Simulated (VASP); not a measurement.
# Mg (P6/mmm) in VASP: notebook

Mg is run at these levels: PBE; tasks: single point, relaxation of cell and atoms.

Everything below comes from runs of VASP 6.6.1. Logs are shortened: lines on timing, memory, paths and dates and some standing lists are left out, and cuts for length are marked.

## 1. The cell of the first run

Symmetry: P6/mmm, No. 191, hexagonal system. Conventional cell: a = 3.050 Å, b = 3.050 Å, c = 3.045 Å, α = 90.00°, β = 90.00°, γ = 120.00°. Within 4.0 Å of Mg (site symmetry 6/mmm) lie 8 Mg at 3.04 to 3.05 Å.

## 2. Single point, PBE

INCAR reads:

```
SYSTEM = Mg
PREC     = Accurate       ! precision mode
ENCUT    = 520            ! plane-wave cutoff, eV
EDIFF    = 1E-7           ! SCF threshold, eV
ISMEAR   = 0              ! smearing method
SIGMA    = 0.1            ! smearing width, eV
LREAL    = .FALSE.        ! projectors in reciprocal space
LASPH    = .TRUE.         ! aspherical terms in the spheres
NELM     = 60             ! most SCF steps
ALGO     = Normal         ! electronic algorithm
ISIF     = 2              ! what is computed and relaxed
LWAVE    = .FALSE.        ! write WAVECAR
LCHARG   = .FALSE.        ! write CHGCAR
GGA      = PE             ! functional
NBANDS   = 7              ! bands
```

KPOINTS reads:

```
regular mesh
0
G
  6 6 6
  0 0 0
```

POSCAR reads:

```
Mg
1.0
    3.0502998005      0.0000000000      0.0000000000
   -1.5251499003      2.6416371164      0.0000000000
    0.0000000000      0.0000000000      3.0448375700
Mg
1
Direct
    0.0000000000      0.0000000000      0.0000000000
```

Potentials or basis: VASP PAW PBE potentials, release 64 (Mg).

The run is started by

```bash
> cat potpaw_PBE.64/Mg/POTCAR > POTCAR
> mpirun -np 1 vasp_std > vasp.out
```

OUTCAR:

```text
SYSTEM = Mg
   PREC = Accurate
   ENCUT = 520
   EDIFF = 1E-7
   ISMEAR = 0
   LREAL = .FALSE.
   LASPH = .TRUE.
   NELM = 60
   ISIF = 2
   GGA = PE

 ion  position               nearest neighbor table
   1  0.000  0.000  0.000-

  LATTYP: Found a hexagonal cell.
 ALAT       =     3.0502998005
 C/A-ratio  =     0.9982092808

  Lattice vectors:

 A1 = (   3.0502998005,   0.0000000000,   0.0000000000)
 A2 = (  -1.5251499003,   2.6416371164,   0.0000000000)
 A3 = (   0.0000000000,   0.0000000000,   3.0448375700)

Analysis of symmetry for initial positions (statically):
=====================================================================
 Subroutine PRICEL returns:
 Original cell was already a primitive cell.

 Routine SETGRP: Setting up the symmetry group for a
 hexagonal supercell.

 Subroutine GETGRP returns: Found 24 space group operations
 (whereof 24 operations were pure point group operations)
 out of a pool of 24 trial point group operations.

The static configuration has the point symmetry D_6h.

Analysis of symmetry for dynamics (positions and initial velocities):
=====================================================================
 Subroutine PRICEL returns:
 Original cell was already a primitive cell.

 Routine SETGRP: Setting up the symmetry group for a
 hexagonal supercell.

 Subroutine GETGRP returns: Found 24 space group operations
 (whereof 24 operations were pure point group operations)
 out of a pool of 24 trial point group operations.

The dynamic configuration has the point symmetry D_6h.

 Subroutine INISYM returns: Found 24 space group operations
 (whereof 24 operations are pure point group operations),
 and found     1 'primitive' translations

----------------------------------------------------------------------------------------

                                     Primitive cell

  volume of cell :      24.5346

  direct lattice vectors                    reciprocal lattice vectors
     3.050299800  0.000000000  0.000000000     0.327836628  0.189276565  0.000000000
    -1.525149900  2.641637116  0.000000000     0.000000000  0.378553130  0.000000000
     0.000000000  0.000000000  3.044837570     0.000000000  0.000000000  0.328424744

  length of vectors
     3.050299800  3.050299801  3.044837570     0.378553130  0.378553130  0.328424744

  position of ions in fractional coordinates (direct lattice)
     0.000000000  0.000000000  0.000000000

[... 69 lines left out ...]
   ISPIN  =      1    spin polarized calculation?
   LNONCOLLINEAR =      F non collinear calculations
   LSORBIT =      F    spin-orbit coupling
   LASPH  =      T    aspherical Exc in radial PAW
   ENCUT  =  520.0 eV  38.22 Ry    6.18 a.u.   5.67  5.67  5.66*2*pi/ulx,y,z
   NELM   =     60;   NELMIN=  2; NELMDL= -5     # of ELM steps
   EDIFF  = 0.1E-06   stopping-criterion for ELM
   LREAL  =      F    real-space projection
   EDIFFG = 0.1E-05   stopping-criterion for IOM
   NSW    =      0    number of steps for IOM
   IBRION =     -1    ionic relax: 0-MD 1-quasi-New 2-CG
   NFREE  =      0    steps in history (QN), initial steepest desc. (CG)
   ISIF   =      2    stress and relaxation
   ISYM   =      2    0-nonsym 1-usesym 2-fastsym
   POTIM  = 0.5000    time-step for ionic-motion
   TEBEG  =    0.0;   TEEND  =   0.0 temperature during run
   PSTRESS=    0.0 pullay stress
   NELECT =       2.0000    total number of electrons
   NUPDOWN=      -1.0000    fix difference up-down
   EMIN   =  10.00;   EMAX   =-10.00  energy-range for DOS
   EFERMI =   0.00;   METHOD = LEGACY
   ISMEAR =     0;   SIGMA  =   0.10  broadening in eV -4-tet -1-fermi 0-gaus
   EFERMI_NEDOS =   21; number of points for ismear=-14 and -15
   IALGO  =     38    algorithm
   IMIX   =      4    mixing-type and parameters
     AMIX     =   0.40;   BMIX     =  1.00
     AMIX_MAG =   1.60;   BMIX_MAG =  1.00
  volume/ion in A,a.u.               =      24.53       165.57
  Fermi-wavevector in a.u.,A,eV,Ry     =   0.709836  1.341396  6.855535  0.503868
  Thomas-Fermi vector in A             =   1.796524
   LORBIT       =      0    0 simple, 1 ext, 2 COOP (PROOUT), +10 PAW based schemes
   GGA     = PE    functional components
   LHFCALC =     F    Hartree Fock is set to
   AEXX    =    0.0000 exact exchange contribution
   IVDW    =     0    specifies the selected vdW correction
   LEPSILON=     F    determine dielectric tensor
   LRPA    =     F    only Hartree local field effects (RPA)
 non-spin polarized calculation
 Gauss-broadening in eV      SIGMA  =   0.10
  energy-cutoff  :      520.00
  volume of cell :       24.53
 maximum number of plane-waves:       672
 NGX is ok and might be reduce to    24
   NGX = 11   NGY = 11   NGZ = 11

 number of electron       2.0000000 magnetization

 Free energy of the ion-electron system (eV)
  ---------------------------------------------------
  ext. energy  EPLUGINS =         0.00000000
  ---------------------------------------------------
  free energy    TOTEN  =        -1.31050915 eV

  energy without entropy =       -1.30782069  energy(sigma->0) =       -1.30916492

 E-fermi :   2.3119     XC(G=0):  -8.2669

 val. band max:        2.2956179601   @ k =   0.5000   0.0000   0.3333
 cond. band min:       2.3320243625   @ k =   0.3333   0.3333   0.0000
 fundamental gap:      0.0364064024
 Fermi energy:         2.3118801836

 k-point     1 :       0.0000    0.0000    0.0000
  band No.  band energies     occupation
      1      -4.3807      2.00000
      2      10.2684      0.00000
      3      11.0035      0.00000
      4      14.8239      0.00000
      5      14.8239      0.00000
      6      15.9221      0.00000
      7      15.9221      0.00000
[... 221 lines left out ...]
 k-point    24 :       0.3333    0.0000    0.5000
  band No.  band energies     occupation
      1       1.6038      2.00000
      2       2.1606      1.96761
      3       8.3773      0.00000
      4       8.9253      0.00000
      5      14.4784      0.00000
      6      15.1209      0.00000
      7      16.5301      0.00000

 [... further k-points ...]
[... 5 lines left out ...]
  --------------------------------------------------------------------------------------
  -------------------------------------------------------------------------------------
  Total        0.1212482      0.1212482      0.1593111     -0.0000000      0.0000000      0.0000000
  in kB        7.9178251      7.9178251     10.4034386     -0.0000000      0.0000000      0.0000000
  external PRESSURE =       8.7463629 kB  Pullay stress =       0.0000000 kB

 VOLUME and BASIS-vectors are now :
 -----------------------------------------------------------------------------
  energy-cutoff  :      520.00
  volume of cell :       24.53
      direct lattice vectors                 reciprocal lattice vectors
     3.050299800  0.000000000  0.000000000     0.327836628  0.189276565  0.000000000
    -1.525149900  2.641637116  0.000000000     0.000000000  0.378553130  0.000000000
     0.000000000  0.000000000  3.044837570     0.000000000  0.000000000  0.328424744

 POSITION                                       TOTAL-FORCE (eV/Angst)
 -----------------------------------------------------------------------------------
      0.00000      0.00000      0.00000         0.000000      0.000000      0.000000
 -----------------------------------------------------------------------------------
    total drift:                               -0.000000     -0.000000      0.000000

  FREE ENERGIE OF THE ION-ELECTRON SYSTEM (eV)
  ---------------------------------------------------
  free  energy   TOTEN  =        -1.3105091465 eV

  energy  without entropy=       -1.3078206853  energy(sigma->0) =       -1.30916492
```

OSZICAR:

```text
N       E                     dE             d eps       ncg     rms          rms(c)
DAV:   1    -0.765307326072E+00   -0.76531E+00   -0.89792E+02   406   0.202E+02
DAV:   2    -0.131783773493E+01   -0.55253E+00   -0.55192E+00   511   0.105E+01
DAV:   3    -0.132037146467E+01   -0.25337E-02   -0.25335E-02   532   0.756E-01
DAV:   4    -0.132037617261E+01   -0.47079E-05   -0.47077E-05   574   0.265E-02
DAV:   5    -0.132037617309E+01   -0.48702E-09   -0.62252E-09   539   0.315E-04    0.625E-01
DAV:   6    -0.131535826084E+01    0.50179E-02   -0.52060E-04   469   0.123E-01    0.401E-01
DAV:   7    -0.131049972600E+01    0.48585E-02   -0.24182E-03   427   0.229E-01    0.229E-02
DAV:   8    -0.131050919696E+01   -0.94710E-05   -0.18609E-05   588   0.244E-02    0.581E-03
DAV:   9    -0.131050931780E+01   -0.12084E-06   -0.85136E-07   483   0.384E-03    0.379E-04
DAV:  10    -0.131050920962E+01    0.10818E-06   -0.58513E-09   476   0.394E-04    0.162E-04
DAV:  11    -0.131050914652E+01    0.63094E-07   -0.78023E-10   287   0.172E-04
   1 F= -.13105091E+01 E0= -.13091649E+01  d E =-.268846E-02
```

It took 3.5 s on 1 thread of AMD EPYC 7R13 (Zen 3), shared host; peak memory 0.1 GiB.

What came out:

- Free energy: -1.3105 eV
- Pressure: 0.9 GPa
- Band gap on the k mesh: zero (band 1 reaches 5.31 eV, above the bottom of band 2 at -0.07 eV)

Levels at points of the mesh, in eV from the Fermi level:
```csv
k point,band 1,band 2,band 3,band 4,band 5,band 6
"(0.00, 0.00, 0.00)",-6.69,7.96,8.69,12.51,12.51,13.61
"(0.50, 0.00, 0.00)",-1.63,-1.20,8.20,8.57,12.85,13.67
"(0.00, 0.00, 0.50)",-3.03,-2.39,14.68,14.68,16.14,16.14
"(0.50, 0.00, 0.50)",1.43,2.36,2.98,3.00,11.75,12.24
```

Caveat: the k points lie up to 0.40 Å⁻¹ apart.

## 3. Single point, PBE

This run uses another cell than the first one, of 25.58 Å³/atom, 1.043 times its volume.

INCAR reads:

```
PREC     = Accurate       # precision mode
ENCUT    = 520            # plane-wave cutoff, eV
EDIFF    = 1E-7           # SCF threshold, eV
ISMEAR   = 0              # smearing method
SIGMA    = 0.1            # smearing width, eV
LREAL    = False          # projectors in reciprocal space
LASPH    = True           # aspherical terms in the spheres
NELM     = 100            # most SCF steps
ALGO     = Fast           # electronic algorithm
ISIF     = 2              # what is computed and relaxed
LWAVE    = False          # write WAVECAR
LCHARG   = False          # write CHGCAR
GGA      = PE             # functional
NBANDS   = 7              # bands
```

KPOINTS reads:

```
regular mesh
0
Gamma
  21 21 18
```

POSCAR reads:

```
Mg
1.0
    3.0950902699      0.0000000000      0.0000000000
   -1.5475451350      2.6804268007      0.0000000000
    0.0000000000      0.0000000000      3.0834165500
Mg
1
Direct
    0.0000000000      0.0000000000      0.0000000000
```

Potentials or basis: VASP PAW PBE potentials, release 64 (Mg).

The run is started by

```bash
> cat potpaw_PBE.64/Mg/POTCAR > POTCAR
> mpirun -np 1 vasp_std > vasp.out
```

Run time: 39 s. Hardware: 1 thread of AMD EPYC 7R13 (Zen 3), shared host; peak memory 0.18 GiB.

Results (log left out):

```
Free energy            : -1.2780 eV
Pressure               : -0.1 GPa
Band gap on the k mesh : zero (band 1 reaches 5.04 eV, above the bottom of band 2 at -0.18 eV)
```

Levels at points of the mesh, in eV from the Fermi level:
| k point | band 1 | band 2 | band 3 | band 4 | band 5 |
| --- | --- | --- | --- | --- | --- |
| (0.00, 0.00, 0.00) | -6.47 | 7.89 | 8.52 | 12.29 | 12.29 |
| (0.00, 0.00, 0.50) | -2.92 | -2.24 | 14.41 | 14.41 | 15.79 |

## 4. Relaxation of cell and atoms, PBE

INCAR reads:

```
SYSTEM = Mg
PREC     = Accurate       ! precision mode
ENCUT    = 600            ! plane-wave cutoff, eV
EDIFF    = 1E-7           ! SCF threshold, eV
ISMEAR   = 0              ! smearing method
SIGMA    = 0.1            ! smearing width, eV
LREAL    = .False.        ! projectors in reciprocal space
LASPH    = .True.         ! aspherical terms in the spheres
NELM     = 80             ! most SCF steps
ALGO     = Normal         ! electronic algorithm
ISIF     = 3              ! what is computed and relaxed
LWAVE    = .False.        ! write WAVECAR
LCHARG   = .False.        ! write CHGCAR
GGA      = PE             ! functional
IBRION   = 2              ! ionic algorithm
NSW      = 100            ! ionic steps
EDIFFG   = -0.01          ! ionic threshold
```

KPOINTS reads:

```
regular mesh
0
Gamma
  21 21 18
  0 0 0
```

POSCAR reads:

```
Mg
1.0
    3.0502998005      0.0000000000      0.0000000000
   -1.5251499003      2.6416371164      0.0000000000
    0.0000000000      0.0000000000      3.0448375700
Mg
1
Direct
    0.0000000000      0.0000000000      0.0000000000
```

The run is started by

```bash
> cat potpaw_PBE.64/Mg/POTCAR > POTCAR
> mpirun -np 1 vasp_std > vasp.out
```

It took 3.8 min on 1 thread of AMD EPYC 7R13, shared host; peak memory 0.19 GiB.

Results (log left out):

```yaml
Free_energy: -1.2780 eV
Relaxed_volume: 25.53 Å³/atom
Relaxed_cell: a = 3.092 Å, b = 3.092 Å, c = 3.083 Å, α = 90.00°, β = 90.00°, γ = 120.00°
Space_group_after_relaxing_to_0.05_Å: P6/mmm (No. 191)
Energy_gained_by_relaxing: 3.6 meV/atom
Ionic_steps: 6
Pressure_after_relaxing: 0.0 GPa
Band_gap_on_the_k_mesh: zero (band 1 reaches 5.05 eV, above the bottom of band 2 at -0.17 eV)
```

Step by step:
```tsv
step	energy change (eV)	largest force (eV/Å)	pressure (GPa)	volume (Å³)
1	0.0000	0.0000	1.20	24.53
2	-0.0033	0.0000	0.36	25.19
3	-0.0036	0.0000	0.01	25.50
4	-0.0036	0.0000	0.03	25.48
5	-0.0036	0.0000	0.01	25.50
6	-0.0036	0.0000	0.00	25.53
```

Final structure:
```xyz
1
Lattice="3.0924 0.0000 0.0000 -1.5462 2.6781 0.0000 0.0000 0.0000 3.0827" Properties=species:S:1:pos:R:3 pbc="T T T"
Mg    3.0924    0.0000    0.0000
```

Levels at points of the mesh, in eV from the Fermi level:
```tsv
k point	band 1	band 2	band 3	band 4
(0.00, 0.00, 0.00)	-6.48	7.88	8.52	12.31
(0.00, 0.00, 0.50)	-2.93	-2.24	14.42	14.42
```

## 5. Summary

```csv
task,cell,k mesh,cutoff (eV),gap on the mesh (eV),pressure (GPa)
single point,"a = 3.050, b = 3.050, c = 3.045 Å, angles 90.0, 90.0, 120.0°, 1 atom",6 × 6 × 6,520,none,0.9
single point,"a = 3.095, b = 3.095, c = 3.083 Å, angles 90.0, 90.0, 120.0°, 1 atom",21 × 21 × 18,520,none,-0.1
relaxation of cell and atoms,"relaxed from a = 3.050, b = 3.050, c = 3.045 Å, angles 90.0, 90.0, 120.0°, 1 atom",21 × 21 × 18,600,none,0.0
```

Alike in all rows: level PBE; potentials or basis VASP PAW PBE potentials, release 64 (Mg); no spin polarisation; smearing gaussian 0.1 eV.

Caveats: some runs use coarse meshes.

Absolute energies hang on the potentials; compare differences alone.
